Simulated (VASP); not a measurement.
# Ga3Se (Pm-3m) in VASP: a series of runs, part 2 of 2

VASP 6.6.1. Earlier steps stand in the parts before.

**4. Single point, LDA (22.21 Å³/atom)**

This run uses another cell than the first one, of 22.21 Å³/atom.

INCAR

```
ALGO = Normal ; EDIFF = 1E-6
ENCUT = 520 ; GGA = CA
ISIF = 2 ; ISMEAR = -1
LASPH = True ; LCHARG = False
LREAL = False ; LWAVE = False
NBANDS = 30 ; NELM = 60
PREC = Accurate ; SIGMA = 0.05
```

KPOINTS

```
k-points
0
Gamma
  6 6 6
```

POSCAR

```
Ga3Se
1.0
    4.4618199283      0.0000000000      0.0000000000
    0.0000000000      4.4618199283      0.0000000000
    0.0000000000      0.0000000000      4.4618199283
Se Ga
1 3
Direct
    0.0000000000      0.0000000000      0.0000000000
    0.5000000000      0.5000000000      0.0000000000
    0.5000000000      0.0000000000      0.5000000000
    0.0000000000      0.5000000000      0.5000000000
```

Potentials or basis: VASP PAW LDA potentials, release 64 (Se, Ga_d).

Started as:

```
$ cat potpaw_LDA.64/Se/POTCAR potpaw_LDA.64/Ga_d/POTCAR > POTCAR
$ mpirun -np 1 vasp_std > vasp.out
```

OUTCAR:

```text
EDIFF = 1E-6
   ENCUT = 520
   GGA = CA
   ISIF = 2
   ISMEAR = -1
   LASPH = True
   LREAL = False
   NELM = 60
   PREC = Accurate

 ion  position               nearest neighbor table
   1  0.000  0.000  0.000-
   2  0.500  0.500  0.000-
   3  0.500  0.000  0.500-
   4  0.000  0.500  0.500-

  LATTYP: Found a simple cubic cell.
 ALAT       =     4.4618199283

  Lattice vectors:

 A1 = (   4.4618199283,   0.0000000000,   0.0000000000)
 A2 = (   0.0000000000,   4.4618199283,   0.0000000000)
 A3 = (   0.0000000000,   0.0000000000,   4.4618199283)

Analysis of symmetry for initial positions (statically):
=====================================================================
 Subroutine PRICEL returns:
 Original cell was already a primitive cell.

 Routine SETGRP: Setting up the symmetry group for a
 simple cubic supercell.

 Subroutine GETGRP returns: Found 48 space group operations
 (whereof 48 operations were pure point group operations)
 out of a pool of 48 trial point group operations.

The static configuration has the point symmetry O_h .

Analysis of symmetry for dynamics (positions and initial velocities):
=====================================================================
 Subroutine PRICEL returns:
 Original cell was already a primitive cell.

 Routine SETGRP: Setting up the symmetry group for a
 simple cubic supercell.

 Subroutine GETGRP returns: Found 48 space group operations
 (whereof 48 operations were pure point group operations)
 out of a pool of 48 trial point group operations.

The dynamic configuration has the point symmetry O_h .

 Subroutine INISYM returns: Found 48 space group operations
 (whereof 48 operations are pure point group operations),
 and found     1 'primitive' translations

----------------------------------------------------------------------------------------

                                     Primitive cell

  volume of cell :      88.8252

  direct lattice vectors                    reciprocal lattice vectors
     4.461819928  0.000000000  0.000000000     0.224123792  0.000000000  0.000000000
     0.000000000  4.461819928  0.000000000     0.000000000  0.224123792  0.000000000
     0.000000000  0.000000000  4.461819928     0.000000000  0.000000000  0.224123792

  length of vectors
     4.461819928  4.461819928  4.461819928     0.224123792  0.224123792  0.224123792

  position of ions in fractional coordinates (direct lattice)
     0.000000000  0.000000000  0.000000000
     0.500000000  0.500000000  0.000000000
     0.500000000  0.000000000  0.500000000
     0.000000000  0.500000000  0.500000000

  ion indices of the primitive-cell ions
   primitive index   ion index
                 1           1
                 2           2
                 3           3
                 4           4

----------------------------------------------------------------------------------------

 KPOINTS: k-points

Automatic generation of k-mesh.
 Grid dimensions read from file:
 generate k-points for:    6    6    6

 Generating k-lattice:

  Cartesian coordinates                     Fractional coordinates (reciprocal lattice)
     0.037353965  0.000000000  0.000000000     0.166666667  0.000000000  0.000000000
     0.000000000  0.037353965  0.000000000     0.000000000  0.166666667  0.000000000
     0.000000000  0.000000000  0.037353965     0.000000000  0.000000000  0.166666667

  Length of vectors
     0.037353965  0.037353965  0.037353965

  Shift w.r.t. Gamma in fractional coordinates (k-lattice)
     0.000000000  0.000000000  0.000000000

 Subroutine IBZKPT returns following result:
 ===========================================

 Found     20 irreducible k-points:

 Following reciprocal coordinates:
            Coordinates               Weight
  0.000000  0.000000  0.000000      1.000000
  0.166667  0.000000  0.000000      6.000000
  0.333333  0.000000  0.000000      6.000000
  0.500000  0.000000  0.000000      3.000000
  0.166667  0.166667  0.000000     12.000000
  0.333333  0.166667  0.000000     24.000000
[... 12 lines left out ...]
  0.500000  0.500000  0.333333      6.000000
  0.500000  0.500000  0.500000      1.000000
   k-points           NKPTS =     20   k-points in BZ     NKDIM =     20   number of bands    NBANDS=     30
   number of dos      NEDOS =    301   number of ions     NIONS =      4
   total plane-waves  NPLWV =  46656
   dimension x,y,z NGX =    36 NGY =   36 NGZ =   36
   dimension x,y,z NGXF=    72 NGYF=   72 NGZF=   72
   ions per type =               1   3
   NGX,Y,Z   is equivalent  to a cutoff of  13.41, 13.41, 13.41 a.u.
   NGXF,Y,Z  is equivalent  to a cutoff of  26.83, 26.83, 26.83 a.u.
 SYSTEM =  unknown system
   PREC   = accura    normal or accurate (medium, high low for compatibility)
   ISTART =      0    job   : 0-new  1-cont  2-samecut
   ICHARG =      2    charge: 1-file 2-atom 10-const
   ISPIN  =      1    spin polarized calculation?
   LNONCOLLINEAR =      F non collinear calculations
   LSORBIT =      F    spin-orbit coupling
   LASPH  =      T    aspherical Exc in radial PAW
   ENCUT  =  520.0 eV  38.22 Ry    6.18 a.u.   8.30  8.30  8.30*2*pi/ulx,y,z
   NELM   =     60;   NELMIN=  2; NELMDL= -5     # of ELM steps
   EDIFF  = 0.1E-05   stopping-criterion for ELM
   LREAL  =      F    real-space projection
   EDIFFG = 0.1E-04   stopping-criterion for IOM
   NSW    =      0    number of steps for IOM
   IBRION =     -1    ionic relax: 0-MD 1-quasi-New 2-CG
   NFREE  =      0    steps in history (QN), initial steepest desc. (CG)
   ISIF   =      2    stress and relaxation
   ISYM   =      2    0-nonsym 1-usesym 2-fastsym
   POTIM  = 0.5000    time-step for ionic-motion
   TEBEG  =    0.0;   TEEND  =   0.0 temperature during run
   PSTRESS=    0.0 pullay stress
   NELECT =      45.0000    total number of electrons
   NUPDOWN=      -1.0000    fix difference up-down
   EMIN   =  10.00;   EMAX   =-10.00  energy-range for DOS
   EFERMI =   0.00;   METHOD = LEGACY
   ISMEAR =    -1;   SIGMA  =   0.05  broadening in eV -4-tet -1-fermi 0-gaus
   EFERMI_NEDOS =   21; number of points for ismear=-14 and -15
   IALGO  =     38    algorithm
   IMIX   =      4    mixing-type and parameters
     AMIX     =   0.40;   BMIX     =  1.00
     AMIX_MAG =   1.60;   BMIX_MAG =  1.00
  volume/ion in A,a.u.               =      22.21       149.86
  Fermi-wavevector in a.u.,A,eV,Ry     =   1.305069  2.466224 23.173529  1.703206
  Thomas-Fermi vector in A             =   2.435963
   LORBIT       =      0    0 simple, 1 ext, 2 COOP (PROOUT), +10 PAW based schemes
   GGA     = CA    functional components
   LHFCALC =     F    Hartree Fock is set to
   AEXX    =    0.0000 exact exchange contribution
   IVDW    =     0    specifies the selected vdW correction
   LEPSILON=     F    determine dielectric tensor
   LRPA    =     F    only Hartree local field effects (RPA)
 non-spin polarized calculation
  energy-cutoff  :      520.00
  volume of cell :       88.83
 maximum number of plane-waves:      2440
 NGX is ok and might be reduce to    36
   NGX = 17   NGY = 17   NGZ = 17

 number of electron      44.9999957 magnetization

 Free energy of the ion-electron system (eV)
  ---------------------------------------------------
  ext. energy  EPLUGINS =         0.00000000
  ---------------------------------------------------
  free energy    TOTEN  =       -14.76712945 eV

  energy without entropy =      -14.75570208  energy(sigma->0) =      -14.76141577

 E-fermi :   4.2560     XC(G=0): -10.4597

 val. band max:        4.0664755044   @ k =   0.3333   0.1667   0.1667
 cond. band min:       4.2560791766   @ k =   0.5000   0.1667   0.0000
 fundamental gap:      0.1896036722
 Fermi energy:         4.2560012135

 k-point     1 :       0.0000    0.0000    0.0000
  band No.  band energies     occupation
      1     -10.8499      2.00000
      2     -10.8362      2.00000
      3     -10.8362      2.00000
      4     -10.8362      2.00000
      5     -10.7847      2.00000
      6     -10.7847      2.00000
[... 22 lines left out ...]
     29      10.2709      0.00000
     30      11.2906      0.00000
[... 596 lines left out ...]
  band No.  band energies     occupation
      1     -10.8863      2.00000
      2     -10.7867      2.00000
      3     -10.7867      2.00000
      4     -10.7867      2.00000
      5     -10.7775      2.00000
      6     -10.7775      2.00000
[... 22 lines left out ...]
     29      12.5529      0.00000
     30      12.5529      0.00000

------------------------ aborting loop because EDIFF is reached ----------------------------------------

  FORCE on cell =-STRESS in cart. coord.  units (eV):
  Direction    XX          YY          ZZ          XY          YZ          ZX
  --------------------------------------------------------------------------------------
  -------------------------------------------------------------------------------------
  Total       -3.0026417     -3.0026417     -3.0026417     -0.0000000     -0.0000000     -0.0000000
  in kB      -54.1599162    -54.1599162    -54.1599162     -0.0000000     -0.0000000     -0.0000000
  external PRESSURE =     -54.1599162 kB  Pullay stress =       0.0000000 kB

 VOLUME and BASIS-vectors are now :
 -----------------------------------------------------------------------------
  energy-cutoff  :      520.00
  volume of cell :       88.83
      direct lattice vectors                 reciprocal lattice vectors
     4.461819928  0.000000000  0.000000000     0.224123792  0.000000000  0.000000000
     0.000000000  4.461819928  0.000000000     0.000000000  0.224123792  0.000000000
     0.000000000  0.000000000  4.461819928     0.000000000  0.000000000  0.224123792

 POSITION                                       TOTAL-FORCE (eV/Angst)
 -----------------------------------------------------------------------------------
      0.00000      0.00000      0.00000         0.000000      0.000000      0.000000
      2.23091      2.23091      0.00000         0.000000      0.000000      0.000000
      2.23091      0.00000      2.23091         0.000000      0.000000      0.000000
      0.00000      2.23091      2.23091         0.000000      0.000000      0.000000
 -----------------------------------------------------------------------------------
    total drift:                                0.000000      0.000000      0.000000

  FREE ENERGIE OF THE ION-ELECTRON SYSTEM (eV)
  ---------------------------------------------------
  free  energy   TOTEN  =       -14.7671294460 eV

  energy  without entropy=      -14.7557020843  energy(sigma->0) =      -14.76141577
```

It took 45 s on 1 thread of Intel Xeon 8259CL, shared host; peak memory 0.19 GiB.

Results:

```
Free energy            : -14.7671 eV
Pressure               : -5.4 GPa
Band gap on the k mesh : zero (an odd number of electrons rules out a gap without spin polarisation)
```

Caveat: the cell stands under tension.

**5. Single point, LDA (22.64 Å³/atom)**

This run uses another cell than the first one, of 22.64 Å³/atom.

INCAR

```
SYSTEM = Ga3Se
PREC     = Accurate       ! precision mode
ENCUT    = 520            ! plane-wave cutoff, eV
EDIFF    = 1E-6           ! SCF threshold, eV
ISMEAR   = -1             ! smearing method
SIGMA    = 0.05           ! smearing width, eV
LREAL    = .FALSE.        ! projectors in reciprocal space
LASPH    = .TRUE.         ! aspherical terms in the spheres
NELM     = 60             ! most SCF steps
ALGO     = Normal         ! electronic algorithm
ISIF     = 2              ! what is computed and relaxed
LWAVE    = .FALSE.        ! write WAVECAR
LCHARG   = .FALSE.        ! write CHGCAR
GGA      = CA             ! functional
NBANDS   = 30             ! bands
```

KPOINTS

```
Automatic mesh
0
G
  6 6 6
  0 0 0
```

POSCAR

```
Ga3Se
1.0
    4.4907935969      0.0000000000      0.0000000000
    0.0000000000      4.4907935969      0.0000000000
    0.0000000000      0.0000000000      4.4907935969
Se Ga
1 3
Direct
    0.0000000000      0.0000000000      0.0000000000
    0.5000000000      0.5000000000      0.0000000000
    0.5000000000      0.0000000000      0.5000000000
    0.0000000000      0.5000000000      0.5000000000
```

Started as:

```
$ cat potpaw_LDA.64/Se/POTCAR potpaw_LDA.64/Ga_d/POTCAR > POTCAR
$ mpirun -np 1 vasp_std > vasp.out
```

Wall time 48 s (1 thread of Intel Xeon 8259CL, shared host); peak memory 0.19 GiB.

The run converged. Its results:

- Free energy: -14.7055 eV
- Pressure: -5.9 GPa
- Band gap on the k mesh: zero (an odd number of electrons rules out a gap without spin polarisation)

Levels at points of the mesh, in eV from the Fermi level:
| k point | band 20 | band 21 | band 22 | band 23 | band 24 | band 25 |
| --- | --- | --- | --- | --- | --- | --- |
| (0.00, 0.00, 0.00) | -3.52 | -2.99 | -2.99 | 1.55 | 1.55 | 1.55 |
| (0.50, 0.00, 0.00) | -2.62 | -2.41 | -0.98 | -0.20 | -0.20 | 1.24 |
| (0.50, 0.50, 0.00) | -2.02 | -0.80 | -0.80 | -0.76 | 1.22 | 1.67 |
| (0.50, 0.50, 0.50) | -4.61 | -4.61 | -4.61 | -3.30 | 3.77 | 3.77 |

Caveat: the cell stands under tension.

**6. Single point, LDA (23.08 Å³/atom)**

This run uses another cell than the first one, of 23.08 Å³/atom.

INCAR

```
SYSTEM = Ga3Se
PREC = Accurate
ENCUT = 520
EDIFF = 1E-6
ISMEAR = -1
SIGMA = 0.05
LREAL = .FALSE.
LASPH = .TRUE.
NELM = 60
ALGO = Normal
ISIF = 2
LWAVE = .FALSE.
LCHARG = .FALSE.
NBANDS = 30
```

KPOINTS

```
regular mesh
0
G
  6 6 6
  0 0 0
```

POSCAR

```
Ga3Se
1.0
    4.5193981489      0.0000000000      0.0000000000
    0.0000000000      4.5193981489      0.0000000000
    0.0000000000      0.0000000000      4.5193981489
Se Ga
1 3
Direct
    0.0000000000      0.0000000000      0.0000000000
    0.5000000000      0.5000000000      0.0000000000
    0.5000000000      0.0000000000      0.5000000000
    0.0000000000      0.5000000000      0.5000000000
```

Potentials or basis: VASP PAW LDA potentials, release 64 (Se, Ga_d).

Started as:

```
$ cat potpaw_LDA.64/Se/POTCAR potpaw_LDA.64/Ga_d/POTCAR > POTCAR
$ mpirun -np 1 vasp_std > vasp.out
```

It took 41 s on 1 thread of Intel Xeon 8259CL, shared host; peak memory 0.2 GiB.

The run converged. Its results:

```
Free energy            : -14.6389 eV
Pressure               : -6.4 GPa
Band gap on the k mesh : zero (an odd number of electrons rules out a gap without spin polarisation)
```

Levels at points of the mesh, in eV from the Fermi level:
| k point | band 18 | band 19 | band 20 | band 21 | band 22 | band 23 | band 24 | band 25 | band 26 | band 27 |
| --- | --- | --- | --- | --- | --- | --- | --- | --- | --- | --- |
| (0.00, 0.00, 0.00) | -3.44 | -3.44 | -3.44 | -3.02 | -3.02 | 1.53 | 1.53 | 1.53 | 4.19 | 4.19 |
| (0.50, 0.00, 0.00) | -5.31 | -2.56 | -2.56 | -2.47 | -0.97 | -0.17 | -0.17 | 1.27 | 3.66 | 3.95 |
| (0.50, 0.50, 0.00) | -6.57 | -6.22 | -1.98 | -0.83 | -0.83 | -0.74 | 1.18 | 1.68 | 1.68 | 1.83 |
| (0.50, 0.50, 0.50) | -5.08 | -5.08 | -4.51 | -4.51 | -4.51 | -3.23 | 3.69 | 3.69 | 3.69 | 7.96 |

Caveat: the cell stands under tension.

**7. Summary**

| cell | gap on the mesh (eV) | pressure (GPa) |
| --- | --- | --- |
| a = 4.403 Å, 4 atoms | none | -4.2 |
| a = 4.432 Å, 4 atoms | none | -4.8 |
| a = 4.462 Å, 4 atoms | none | -5.4 |
| a = 4.491 Å, 4 atoms | none | -5.9 |
| a = 4.519 Å, 4 atoms | none | -6.4 |

Alike in all rows: task single point; level LDA; potentials or basis VASP PAW LDA potentials, release 64 (Se, Ga_d); no spin polarisation; k mesh 6 × 6 × 6; cutoff (eV) 520; smearing fermi-dirac 0.05 eV.

Caveats: the cell stands under tension.

Total energies depend on the potentials used, so only differences within one code and one set of settings carry meaning.
